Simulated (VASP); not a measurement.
# Fe (Im-3m) in VASP: a series of runs

Runs on Fe. Level: LDA. Tasks: single point.

Everything below comes from runs of VASP 6.6.1. Logs are shortened: lines on timing, memory, paths and dates and some standing lists are left out, and cuts for length are marked.

### Step 1. The cell of the first run

It takes space group Im-3m (No. 229, cubic). Conventional cell: a = 2.749 Å, b = 2.749 Å, c = 2.749 Å, α = 90.00°, β = 90.00°, γ = 90.00°. Fe (site symmetry m-3m) has 14 Fe at 2.38 to 2.75 Å within 3.1 Å.

### Step 2. Single point, LDA, collinear spin, ferromagnetic start

INCAR

```
PREC = Accurate ; ENCUT = 520
EDIFF = 1E-6 ; ISMEAR = -1
SIGMA = 0.05 ; LREAL = False
LASPH = True ; NELM = 150
ALGO = Normal ; ISIF = 2
LWAVE = False ; LCHARG = False
ISPIN = 2 ; MAGMOM = 1.988
LORBIT = 11 ; LMAXMIX = 4
NBANDS = 14
```

KPOINTS

```
regular mesh
0
Gamma
  3 3 3
```

POSCAR

```
Fe
1.0
   -1.3745984210      1.3745984210      1.3745984210
    1.3745984210     -1.3745984210      1.3745984210
    1.3745984210      1.3745984210     -1.3745984210
Fe
1
Direct
    0.0000000000      0.0000000000      0.0000000000
```

Potentials or basis: VASP PAW LDA potentials, release 64 (Fe).

Command:

```console
cat potpaw_LDA.64/Fe/POTCAR > POTCAR
mpirun -np 1 vasp_std > vasp.out
```

OUTCAR:

```text
PREC = Accurate
   ENCUT = 520
   EDIFF = 1E-6
   ISMEAR = -1
   LREAL = False
   LASPH = True
   NELM = 150
   ISIF = 2
   ISPIN = 2
   LORBIT = 11

 ion  position               nearest neighbor table
   1  0.000  0.000  0.000-

  LATTYP: Found a body centered cubic cell.
 ALAT       =     2.7491968420

  Lattice vectors:

 A1 = (  -1.3745984210,   1.3745984210,   1.3745984210)
 A2 = (   1.3745984210,  -1.3745984210,   1.3745984210)
 A3 = (   1.3745984210,   1.3745984210,  -1.3745984210)

Analysis of symmetry for initial positions (statically):
=====================================================================
 Subroutine PRICEL returns:
 Original cell was already a primitive cell.

 Routine SETGRP: Setting up the symmetry group for a
 body centered cubic supercell.

 Subroutine GETGRP returns: Found 48 space group operations
 (whereof 48 operations were pure point group operations)
 out of a pool of 48 trial point group operations.

The static configuration has the point symmetry O_h .

Analysis of symmetry for dynamics (positions and initial velocities):
=====================================================================
 Subroutine PRICEL returns:
 Original cell was already a primitive cell.

 Routine SETGRP: Setting up the symmetry group for a
 body centered cubic supercell.

 Subroutine GETGRP returns: Found 48 space group operations
 (whereof 48 operations were pure point group operations)
 out of a pool of 48 trial point group operations.

The dynamic configuration has the point symmetry O_h .

Analysis of structural, dynamic, and magnetic symmetry:
=====================================================================
 Subroutine PRICEL returns:
 Original cell was already a primitive cell.

 Routine SETGRP: Setting up the symmetry group for a
 body centered cubic supercell.

 Subroutine GETGRP returns: Found 48 space group operations
 (whereof 48 operations were pure point group operations)
 out of a pool of 48 trial point group operations.

The overall configuration has the point symmetry O_h .

 Subroutine INISYM returns: Found 48 space group operations
 (whereof 48 operations are pure point group operations),
 and found     1 'primitive' translations

----------------------------------------------------------------------------------------

                                     Primitive cell

  volume of cell :      10.3893

  direct lattice vectors                    reciprocal lattice vectors
    -1.374598421  1.374598421  1.374598421     0.000000000  0.363742597  0.363742597
     1.374598421 -1.374598421  1.374598421     0.363742597  0.000000000  0.363742597
     1.374598421  1.374598421 -1.374598421     0.363742597  0.363742597  0.000000000

  length of vectors
     2.380874305  2.380874305  2.380874305     0.514409714  0.514409714  0.514409714

  position of ions in fractional coordinates (direct lattice)
     0.000000000  0.000000000  0.000000000

  ion indices of the primitive-cell ions
   primitive index   ion index
                 1           1

----------------------------------------------------------------------------------------

 KPOINTS: regular mesh

Automatic generation of k-mesh.
 Grid dimensions read from file:
 generate k-points for:    3    3    3

 Generating k-lattice:

  Cartesian coordinates                     Fractional coordinates (reciprocal lattice)
     0.000000000  0.121247532  0.121247532     0.333333333  0.000000000  0.000000000
     0.121247532  0.000000000  0.121247532     0.000000000  0.333333333  0.000000000
     0.121247532  0.121247532  0.000000000     0.000000000  0.000000000  0.333333333

  Length of vectors
     0.171469905  0.171469905  0.171469905

  Shift w.r.t. Gamma in fractional coordinates (k-lattice)
     0.000000000  0.000000000  0.000000000

 Subroutine IBZKPT returns following result:
 ===========================================

 Found      4 irreducible k-points:

 Following reciprocal coordinates:
            Coordinates               Weight
  0.000000  0.000000  0.000000      1.000000
  0.333333  0.000000  0.000000     12.000000
  0.333333  0.333333  0.000000      8.000000
 -0.333333  0.333333  0.333333      6.000000
   k-points           NKPTS =      4   k-points in BZ     NKDIM =      4   number of bands    NBANDS=     14
   number of dos      NEDOS =    301   number of ions     NIONS =      1
   total plane-waves  NPLWV =   5832
   dimension x,y,z NGX =    18 NGY =   18 NGZ =   18
   dimension x,y,z NGXF=    36 NGYF=   36 NGZF=   36
   ions per type =               1
   NGX,Y,Z   is equivalent  to a cutoff of  12.57, 12.57, 12.57 a.u.
   NGXF,Y,Z  is equivalent  to a cutoff of  25.14, 25.14, 25.14 a.u.
 SYSTEM =  unknown system
   PREC   = accura    normal or accurate (medium, high low for compatibility)
   ISTART =      0    job   : 0-new  1-cont  2-samecut
   ICHARG =      2    charge: 1-file 2-atom 10-const
   ISPIN  =      2    spin polarized calculation?
   LNONCOLLINEAR =      F non collinear calculations
   LSORBIT =      F    spin-orbit coupling
   LASPH  =      T    aspherical Exc in radial PAW
   ENCUT  =  520.0 eV  38.22 Ry    6.18 a.u.   4.43  4.43  4.43*2*pi/ulx,y,z
   NELM   =    150;   NELMIN=  2; NELMDL= -5     # of ELM steps
   EDIFF  = 0.1E-05   stopping-criterion for ELM
   LREAL  =      F    real-space projection
   EDIFFG = 0.1E-04   stopping-criterion for IOM
   NSW    =      0    number of steps for IOM
   IBRION =     -1    ionic relax: 0-MD 1-quasi-New 2-CG
   NFREE  =      0    steps in history (QN), initial steepest desc. (CG)
   ISIF   =      2    stress and relaxation
   ISYM   =      2    0-nonsym 1-usesym 2-fastsym
   POTIM  = 0.5000    time-step for ionic-motion
   TEBEG  =    0.0;   TEEND  =   0.0 temperature during run
   PSTRESS=    0.0 pullay stress
   NELECT =       8.0000    total number of electrons
   NUPDOWN=      -1.0000    fix difference up-down
   EMIN   =  10.00;   EMAX   =-10.00  energy-range for DOS
   EFERMI =   0.00;   METHOD = LEGACY
   ISMEAR =    -1;   SIGMA  =   0.05  broadening in eV -4-tet -1-fermi 0-gaus
   EFERMI_NEDOS =   21; number of points for ismear=-14 and -15
   IALGO  =     38    algorithm
   IMIX   =      4    mixing-type and parameters
     AMIX     =   0.40;   BMIX     =  1.00
     AMIX_MAG =   1.60;   BMIX_MAG =  1.00
  volume/ion in A,a.u.               =      10.39        70.11
  Fermi-wavevector in a.u.,A,eV,Ry     =   1.500522  2.835575 30.634413  2.251566
  Thomas-Fermi vector in A             =   2.612011
   LORBIT       =     11    0 simple, 1 ext, 2 COOP (PROOUT), +10 PAW based schemes
   GGA     = CA    functional components
   LHFCALC =     F    Hartree Fock is set to
   AEXX    =    0.0000 exact exchange contribution
   IVDW    =     0    specifies the selected vdW correction
   LEPSILON=     F    determine dielectric tensor
   LRPA    =     F    only Hartree local field effects (RPA)
 spin polarized calculation
  energy-cutoff  :      520.00
  volume of cell :       10.39
 maximum number of plane-waves:       321
 NGX is ok and might be reduce to    18
   NGX =  9   NGY =  9   NGZ =  9

 number of electron       7.9999993 magnetization       2.3782355

 Free energy of the ion-electron system (eV)
  ---------------------------------------------------
  ext. energy  EPLUGINS =         0.00000000
  ---------------------------------------------------
  free energy    TOTEN  =        -9.06007458 eV

  energy without entropy =       -9.04071001  energy(sigma->0) =       -9.05039230

 E-fermi :   6.0954     XC(G=0): -13.9389

 val. band max:        5.9733353410   @ k =  -0.3333   0.3333   0.3333
 cond. band min:       6.1188520820   @ k =   0.3333   0.0000   0.0000
 fundamental gap:      0.1455167409
 Fermi energy:         6.0954343146

 spin component 1

 k-point     1 :       0.0000    0.0000    0.0000
  band No.  band energies     occupation
      1      -2.4212      1.00000
      2       3.9208      1.00000
      3       3.9208      1.00000
      4       3.9208      1.00000
      5       5.5335      0.99999
      6       5.5335      0.99999
      7      32.3964      0.00000
      8      32.3964      0.00000
      9      32.3964      0.00000
     10      38.1477      0.00000
     11      38.1477      0.00000
     12      40.7097      0.00000
     13      40.7097      0.00000
     14      40.7097      0.00000

 k-point     2 :       0.3333    0.0000    0.0000
  band No.  band energies     occupation
      1       0.8604      1.00000
      2       2.9737      1.00000
      3       4.4324      1.00000
      4       5.4288      1.00000
      5       5.6776      0.99977
      6       6.1189      0.38501
      7      19.4836      0.00000
      8      27.0997      0.00000
      9      30.1164      0.00000
     10      31.4640      0.00000
     11      35.5351      0.00000
     12      41.5200      0.00000
     13      42.8214      0.00000
     14      50.7157      0.00000

 k-point     3 :       0.3333    0.3333    0.0000
  band No.  band energies     occupation
      1       2.3710      1.00000
      2       3.1105      1.00000
      3       3.1105      1.00000
      4       5.7835      0.99805
      5       5.7835      0.99805
      6      13.8818      0.00000
      7      13.8818      0.00000
      8      16.8914      0.00000
      9      26.8362      0.00000
     10      36.2845      0.00000
     11      36.2845      0.00000
     12      44.9641      0.00000
     13      50.7747      0.00000
     14      50.7748      0.00000

 k-point     4 :      -0.3333    0.3333    0.3333
  band No.  band energies     occupation
      1       1.9399      1.00000
      2       2.2224      1.00000
      3       5.2144      1.00000
      4       5.2144      1.00000
      5       5.9733      0.91997
      6       9.8269      0.00000
      7      21.0272      0.00000
      8      21.0272      0.00000
      9      23.8950      0.00000
     10      26.2252      0.00000
     11      37.3731      0.00000
     12      44.0624      0.00000
     13      46.6570      0.00000
     14      46.6570      0.00000
 Fermi energy:         6.0954343146

 spin component 2

 k-point     1 :       0.0000    0.0000    0.0000
  band No.  band energies     occupation
      1      -1.9366      1.00000
      2       5.9200      0.97092
      3       5.9200      0.97092
      4       5.9200      0.97092
      5       7.9524      0.00000
      6       7.9524      0.00000
      7      32.6516      0.00000
      8      32.6516      0.00000
      9      32.6516      0.00000
     10      38.7041      0.00000
     11      38.7041      0.00000
     12      41.7250      0.00000
     13      41.7250      0.00000
     14      41.7250      0.00000

 k-point     2 :       0.3333    0.0000    0.0000
  band No.  band energies     occupation
      1       1.7729      1.00000
      2       4.8281      1.00000
      3       5.7720      0.99845
      4       7.7404      0.00000
      5       8.1342      0.00000
      6       8.3204      0.00000
      7      20.6027      0.00000
      8      27.5249      0.00000
      9      30.9771      0.00000
     10      32.3110      0.00000
     11      36.3929      0.00000
     12      42.0606      0.00000
     13      43.3891      0.00000
     14      51.2901      0.00000

 k-point     3 :       0.3333    0.3333    0.0000
  band No.  band energies     occupation
      1       4.0234      1.00000
      2       4.6789      1.00000
      3       4.6789      1.00000
      4       8.1188      0.00000
      5       8.1188      0.00000
      6      15.1862      0.00000
      7      15.1862      0.00000
      8      17.9545      0.00000
      9      27.6146      0.00000
     10      36.8240      0.00000
     11      36.8240      0.00000
     12      45.9413      0.00000
     13      51.5028      0.00000
     14      51.5028      0.00000

 k-point     4 :      -0.3333    0.3333    0.3333
  band No.  band energies     occupation
      1       3.3518      1.00000
      2       4.0345      1.00000
      3       7.2262      0.00000
      4       7.2262      0.00000
      5       8.1708      0.00000
      6      11.2168      0.00000
      7      21.9011      0.00000
      8      21.9011      0.00000
      9      25.0576      0.00000
     10      27.0131      0.00000
     11      38.2843      0.00000
     12      44.8159      0.00000
     13      47.3729      0.00000
     14      47.3729      0.00000

------------------------ aborting loop because EDIFF is reached ----------------------------------------

  FORCE on cell =-STRESS in cart. coord.  units (eV):
  Direction    XX          YY          ZZ          XY          YZ          ZX
  --------------------------------------------------------------------------------------
  -------------------------------------------------------------------------------------
  Total        0.9088409      0.9088409      0.9088409      0.0000000      0.0000000     -0.0000000
  in kB      140.1557505    140.1557505    140.1557505      0.0000000      0.0000000     -0.0000000
  external PRESSURE =     140.1557505 kB  Pullay stress =       0.0000000 kB

 VOLUME and BASIS-vectors are now :
 -----------------------------------------------------------------------------
  energy-cutoff  :      520.00
  volume of cell :       10.39
      direct lattice vectors                 reciprocal lattice vectors
    -1.374598421  1.374598421  1.374598421     0.000000000  0.363742597  0.363742597
     1.374598421 -1.374598421  1.374598421     0.363742597  0.000000000  0.363742597
     1.374598421  1.374598421 -1.374598421     0.363742597  0.363742597  0.000000000

 POSITION                                       TOTAL-FORCE (eV/Angst)
 -----------------------------------------------------------------------------------
      0.00000      0.00000      0.00000        -0.000000      0.000000     -0.000000
 -----------------------------------------------------------------------------------
    total drift:                                0.000000     -0.000000      0.000000

  FREE ENERGIE OF THE ION-ELECTRON SYSTEM (eV)
  ---------------------------------------------------
  free  energy   TOTEN  =        -9.0600745814 eV

  energy  without entropy=       -9.0407100146  energy(sigma->0) =       -9.05039230

 total charge

# of ion       s       p       d       tot
------------------------------------------
    1        0.543   0.677   6.246   7.466

 magnetization (x)

# of ion       s       p       d       tot
------------------------------------------
    1       -0.011  -0.016   2.361   2.335
```

Wall time 3.1 s (1 thread of AMD EPYC 7R43 (Zen 3), shared host); peak memory 0.08 GiB.

Results:

- Free energy: -9.0601 eV
- Pressure: 14.0 GPa
- Net moment: 2.38 μB per cell
- Site moments: Fe +2.33 μB
- Valence electrons inside the program's atomic spheres: Fe 7.47

Caveat: the k points lie up to 1.08 Å⁻¹ apart.

(Continued in part 2 of 2.)
